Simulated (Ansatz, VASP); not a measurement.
# CuAu in VASP and in Ansatz

The input INCAR:

```
SYSTEM = CuAu
ALGO     = Normal         ! electronic algorithm
EDIFF    = 1E-7           ! SCF threshold, eV
ENCUT    = 520            ! plane-wave cutoff, eV
GGA      = PS             ! functional
ISIF     = 2              ! what is computed and relaxed
ISMEAR   = -1             ! smearing method
LASPH    = .True.         ! aspherical terms in the spheres
LCHARG   = .False.        ! write CHGCAR
LREAL    = .False.        ! projectors in reciprocal space
LWAVE    = .False.        ! write WAVECAR
NBANDS   = 18             ! bands
NELM     = 80             ! most SCF steps
PREC     = Accurate       ! precision mode
SIGMA    = 0.05           ! smearing width, eV
```

File KPOINTS:

```
k-points
0
Gamma
  8 8 8
  0 0 0
```

The input POSCAR:

```
CuAu
1.0
    1.4430568479      0.8331492596      4.2561707609
   -1.4430568479      0.8331492596      4.2561707609
    0.0000000000     -1.6662985192      4.2561707609
Au Cu
1 1
Direct
    0.0000000000      0.0000000000      0.0000000000
    0.5000000000      0.5000000000      0.5000000000
```

File input.yaml:

```yaml
crystal:
  lattice:
    - [1.4430568479, 0.8331492596, 4.2561707609]
    - [-1.4430568479, 0.8331492596, 4.2561707609]
    - [0.0, -1.6662985192, 4.2561707609]
  atoms:
    - { symbol: Au, position: [0.0, 0.0, 0.0] }
    - { symbol: Cu, position: [0.5, 0.5, 0.5] }
kpoints:
  mp_grid: { grid: [8, 8, 8] }
  band_path:
    path:
      - [0.0, 0.0, 0.0]
      - [0.5, 0.0, 0.0]
      - [0.5, 0.1922122767, -0.1922122767]
    npoints: 8
scf:
  occupations: { method: fermi_dirac, width: 0.05 }
hamiltonian:
  xc: pbesol
  pseudopotentials: { kind: all_electron, lapw: { basis_error: 0.001 } }
output:
  forces: true
  stress: true
  eigenvalues: true
```

Alike in both runs: functional PBEsol; k mesh 8 × 8 × 8; occupations fermi-dirac, width 0.05 eV; no spin polarisation.

```csv
,VASP,Ansatz
version,VASP 6.6.1,Ansatz 0.2.0
potentials or method,"VASP PAW PBE potentials, release 64 (Au, Cu), cutoff 520 eV","all-electron LAPW, scalar-relativistic"
task,single point,band structure
```

```csv
,VASP,Ansatz,Ansatz less VASP
gap on the k mesh at the Fermi level (eV),none,none,-
pressure (GPa),-7.8,-7.9,-0.09
"traceless stress, the component that is largest in VASP (GPa)",-1.10,-1.19,-0.084
```

VASP's potentials were made for PBE, not for PBEsol. A gap of «none» marks a metal or a gap that the smearing closes. Ansatz ran all-electron here, and VASP with PAW potentials.

Neither program's run includes spin-orbit coupling. Noted on Ansatz's run: the k mesh is thin for a metal, which can move the energy by tens of meV per atom.
